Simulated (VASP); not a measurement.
# AlAs (F-43m) in VASP: a series of runs

Runs on AlAs. Level: PBEsol. Tasks: vibrations by perturbation theory.

All numbers are computed with VASP 6.6.1; they aren't measurements. Logs are shortened: lines on timing, memory, paths and dates and some standing lists are left out, and cuts for length are marked.

## 1. The cell of the first run

It takes space group F-43m (No. 216, cubic). The conventional cell has a = 5.523 Å, b = 5.523 Å, c = 5.523 Å, α = 90.00°, β = 90.00°, γ = 90.00°. Within 3.2 Å of Al (site symmetry -43m) lie 4 As at 2.39 Å. As (site symmetry -43m) has 4 Al at 2.39 Å within 3.2 Å.

## 2. Vibrations by perturbation theory, PBEsol

Contents of INCAR:

```
SYSTEM = AlAs
  ALGO = Normal
  EDIFF = 1E-8
  ENCUT = 500
  GGA = PS
  GGA_COMPAT = .FALSE.
  IBRION = 8
  ISIF = 2
  ISMEAR = 0
  LASPH = .TRUE.
  LCHARG = .FALSE.
  LEPSILON = .TRUE.
  LREAL = .FALSE.
  LWAVE = .FALSE.
  NBANDS = 11
  NELM = 120
  NSW = 1
  PREC = Accurate
  SIGMA = 0.01
```

Contents of KPOINTS:

```
k-points
0
G
  8 8 8
  0 0 0
```

Contents of POSCAR:

```
AlAs
1.0
    0.0000000000      2.7613768620      2.7613768620
    2.7613768620      0.0000000000      2.7613768620
    2.7613768620      2.7613768620      0.0000000000
Al As
1 1
Direct
    0.0000000000      0.0000000000      0.0000000000
    0.7500000000      0.7500000000      0.7500000000
```

Potentials or basis: VASP PAW PBE potentials, release 64 (Al, As).

Command:

```
> cat potpaw_PBE.64/Al/POTCAR potpaw_PBE.64/As/POTCAR > POTCAR
> mpirun -np 1 vasp_std > vasp.out
```

OUTCAR:

```text
SYSTEM = AlAs
   EDIFF = 1E-8
   ENCUT = 500
   GGA = PS
   IBRION = 8
   ISIF = 2
   ISMEAR = 0
   LASPH = .TRUE.
   LEPSILON = .TRUE.
   LREAL = .FALSE.
   NELM = 120
   NSW = 1
   PREC = Accurate

 ion  position               nearest neighbor table
   1  0.000  0.000  0.000-   2 2.39   2 2.39   2 2.39   2 2.39
   2  0.750  0.750  0.750-   1 2.39   1 2.39   1 2.39   1 2.39

  LATTYP: Found a face centered cubic cell.
 ALAT       =     5.5227537240

  Lattice vectors:

 A1 = (   0.0000000000,   2.7613768620,   2.7613768620)
 A2 = (   2.7613768620,   0.0000000000,   2.7613768620)
 A3 = (   2.7613768620,   2.7613768620,   0.0000000000)

Analysis of symmetry for initial positions (statically):
=====================================================================
 Subroutine PRICEL returns:
 Original cell was already a primitive cell.

 Routine SETGRP: Setting up the symmetry group for a
 face centered cubic supercell.

 Subroutine GETGRP returns: Found 24 space group operations
 (whereof 24 operations were pure point group operations)
 out of a pool of 48 trial point group operations.

The static configuration has the point symmetry T_d .

Analysis of symmetry for dynamics (positions and initial velocities):
=====================================================================
 Subroutine PRICEL returns:
 Original cell was already a primitive cell.

 Routine SETGRP: Setting up the symmetry group for a
 face centered cubic supercell.

 Subroutine GETGRP returns: Found 24 space group operations
 (whereof 24 operations were pure point group operations)
 out of a pool of 48 trial point group operations.

The dynamic configuration has the point symmetry T_d .

 Subroutine INISYM returns: Found 24 space group operations
 (whereof 24 operations are pure point group operations),
 and found     1 'primitive' translations

----------------------------------------------------------------------------------------

                                     Primitive cell

  volume of cell :      42.1121

  direct lattice vectors                    reciprocal lattice vectors
     0.000000000  2.761376862  2.761376862    -0.181069092  0.181069092  0.181069092
     2.761376862  0.000000000  2.761376862     0.181069092 -0.181069092  0.181069092
     2.761376862  2.761376862  0.000000000     0.181069092  0.181069092 -0.181069092

  length of vectors
     3.905176609  3.905176609  3.905176609     0.313620866  0.313620866  0.313620866

  position of ions in fractional coordinates (direct lattice)
     0.000000000  0.000000000  0.000000000
     0.750000000  0.750000000  0.750000000

  ion indices of the primitive-cell ions
   primitive index   ion index
                 1           1
                 2           2

----------------------------------------------------------------------------------------

 KPOINTS: k-points

Automatic generation of k-mesh.
 Grid dimensions read from file:
 generate k-points for:    8    8    8

 Generating k-lattice:

  Cartesian coordinates                     Fractional coordinates (reciprocal lattice)
[... 485 lines left out ...]
  ---------------------------------------------------
  ---------------------------------------------------
  free energy    TOTEN  =        -1.08101113 eV

  energy without entropy =       -1.08101113

------------------------ aborting loop because EDIFF is reached ----------------------------------------

--------------------------------------- Ionic step        2  -------------------------------------------

------------------------ aborting loop because EDIFF is reached ----------------------------------------

--------------------------------------- Ionic step        3  -------------------------------------------

------------------------ aborting loop because EDIFF is reached ----------------------------------------

 PIEZOELECTRIC TENSOR FIELD DIRECTION 3  (e Angst)
 -----------------------------------------------------------------------------
    -0.00057  1.70910  0.00000           (  0.00000 -0.04419  0.00000)
     1.70910 -0.00057  0.00000           ( -0.04419  0.00000  0.00000)
     0.00000  0.00000 -0.00050           (  0.00000  0.00000  0.00000)

 PIEZOELECTRIC TENSOR FIELD DIRECTION 3  (C/m^2)
 -----------------------------------------------------------------------------
    -0.00022  0.65024  0.00000
     0.65024 -0.00022  0.00000
     0.00000  0.00000 -0.00019

--------------------------------------- Ionic step        4  -------------------------------------------

------------------------ aborting loop because EDIFF is reached ----------------------------------------

[... ionic steps 5 to 6 ...]

--------------------------------------- Ionic step        7  -------------------------------------------

 Free energy of the ion-electron system (eV)
  ---------------------------------------------------
  ---------------------------------------------------
  free energy    TOTEN  =        -0.04579754 eV

  energy without entropy =       -0.04579754

------------------------ aborting loop because EDIFF is reached ----------------------------------------

 INTERNAL STRAIN TENSOR  FOR ION    2  DIRECTION 1   (eV/Angst):
 -----------------------------------------------------------------------------
    -0.00929  0.00000  0.00000
     0.00000  0.00667 11.19475
     0.00000 11.19475  0.00667

 MACROSCOPIC STATIC DIELECTRIC TENSOR (including local field effects in DFT)
 ------------------------------------------------------
           9.582094    -0.000000     0.000000
           0.000000     9.582094    -0.000000
          -0.000000     0.000000     9.582094
 ------------------------------------------------------

 PIEZOELECTRIC TENSOR (including local field effects)  for field in x, y, z        (e  Angst)
          XX          YY          ZZ          XY          YZ          ZX
  --------------------------------------------------------------------------------
  x    -0.00000     0.00000    -0.00000    -0.00000     1.71331     0.00000
  y     0.00000    -0.00000    -0.00000     0.00000     0.00000     1.71331
  z    -0.00000    -0.00000     0.00000     1.71331     0.00000    -0.00000

 PIEZOELECTRIC TENSOR (including local field effects)  for field in x, y, z        (C/m^2)
          XX          YY          ZZ          XY          YZ          ZX
  --------------------------------------------------------------------------------
  x    -0.00000     0.00000    -0.00000    -0.00000     0.65184     0.00000
  y     0.00000    -0.00000    -0.00000     0.00000     0.00000     0.65184
  z    -0.00000    -0.00000     0.00000     0.65184     0.00000    -0.00000

 BORN EFFECTIVE CHARGES (including local field effects) (in |e|, cummulative output)
 ---------------------------------------------------------------------------------
 ion    1
    1     2.10731     0.00000     0.00000
    2    -0.00000     2.10731     0.00000
    3     0.00000     0.00000     2.10731
 ion    2
    1    -2.10731    -0.00000    -0.00000
    2     0.00000    -2.10731    -0.00000
    3    -0.00000    -0.00000    -2.10731

 INTERNAL STRAIN TENSOR FOR ION    2 for displacements in x,y,z  (eV/Angst):
          X           Y           Z          XY          YZ          ZX
  --------------------------------------------------------------------------------
  x     0.00000     0.00000     0.00000     0.00000    11.19475     0.00000
  y     0.00000     0.00000     0.00000     0.00000     0.00000    11.19475
  z     0.00000     0.00000     0.00000    11.19475     0.00000     0.00000

 SECOND DERIVATIVES (NOT SYMMETRIZED)
 ------------------------------------
               1X          1Y          1Z          2X          2Y          2Z
  1X   -11.080835    0.000000    0.000000   11.080835    0.000000    0.000000
  1Y     0.000000  -11.080835    0.000000    0.000000   11.080835    0.000000
  1Z     0.000000    0.000000  -11.080835    0.000000    0.000000   11.080835
  2X    11.082551    0.000000    0.000000  -11.082551    0.000000    0.000000
  2Y     0.000000   11.082551    0.000000    0.000000  -11.082551    0.000000
  2Z     0.000000    0.000000   11.082551    0.000000    0.000000  -11.082551

 Eigenvectors and eigenvalues of the dynamical matrix
 ----------------------------------------------------

   1 f  =   11.684380 THz    73.415123 2PiTHz  389.748954 cm-1    48.322690 meV
             X         Y         Z           dx          dy          dz
      0.000000  0.000000  0.000000     0.839769   -0.171987   -0.020177
      4.142065  4.142065  4.142065    -0.503985    0.103218    0.012109
[... 21 lines left out ...]
   6 f/i=    0.000399 THz     0.002508 2PiTHz    0.013316 cm-1     0.001651 meV
             X         Y         Z           dx          dy          dz
      0.000000  0.000000  0.000000     0.513090    0.039072   -0.003614
      4.142065  4.142065  4.142065     0.854941    0.065105   -0.006022

--------------------------------------------------------------------------------------------------------

 MACROSCOPIC STATIC DIELECTRIC TENSOR IONIC CONTRIBUTION
 ------------------------------------------------------
           1.721914    -0.000000     0.000000
          -0.000000     1.721914    -0.000000
           0.000000     0.000000     1.721914
 ------------------------------------------------------

 ELASTIC MODULI CONTR FROM IONIC RELAXATION (kBar)
 Direction    XX          YY          ZZ          XY          YZ          ZX
 --------------------------------------------------------------------------------
 XX          -0.0000      0.0000      0.0000     -0.0000      0.0000     -0.0000
 YY           0.0000     -0.0000     -0.0000     -0.0000     -0.0000     -0.0000
 ZZ           0.0000     -0.0000     -0.0000      0.0000     -0.0000     -0.0000
 XY          -0.0000     -0.0000      0.0000   -426.1758     -0.0000      0.0000
 YZ           0.0000     -0.0000     -0.0000     -0.0000   -426.1758      0.0000
 ZX          -0.0000     -0.0000     -0.0000     -0.0000      0.0000   -426.1758
 --------------------------------------------------------------------------------

 PIEZOELECTRIC TENSOR IONIC CONTR  for field in x, y, z        (C/m^2)
          XX          YY          ZZ          XY          YZ          ZX
  --------------------------------------------------------------------------------
  x     0.00000    -0.00000    -0.00000    -0.00000    -0.80607     0.00000
  y    -0.00000    -0.00000    -0.00000    -0.00000     0.00000    -0.80607
  z    -0.00000    -0.00000     0.00000    -0.80607    -0.00000     0.00000
```

Run time: 2.1 min. Hardware: 1 thread of Intel Xeon 6975P-C (Granite Rapids), shared host; peak memory 0.24 GiB.

Results:

| Quantity | Value |
| --- | --- |
| Electronic dielectric tensor (diagonal) | 9.58 |
| Born charges (mean of the diagonal) | Al +2.11; As -2.11 e |
| Highest phonon frequency at Γ, LO-TO splitting left out | 390 cm⁻¹ |

Phonon frequencies in cm⁻¹ (negative: imaginary):
```
              q point        frequencies
(0.000, 0.000, 0.000)  0 0 0 390 390 390
```

Electronic dielectric tensor:
```
9.58 0.00 0.00
0.00 9.58 0.00
0.00 0.00 9.58
```

Born effective charge tensors (e):
atom 1, Al
```
2.11 0.00 0.00
0.00 2.11 0.00
0.00 0.00 2.11
```
atom 2, As
```
-2.11  0.00  0.00
 0.00 -2.11  0.00
 0.00  0.00 -2.11
```

Caveat: the cell stands under pressure or tension, which shifts response properties.

[end of part 1 of 3]
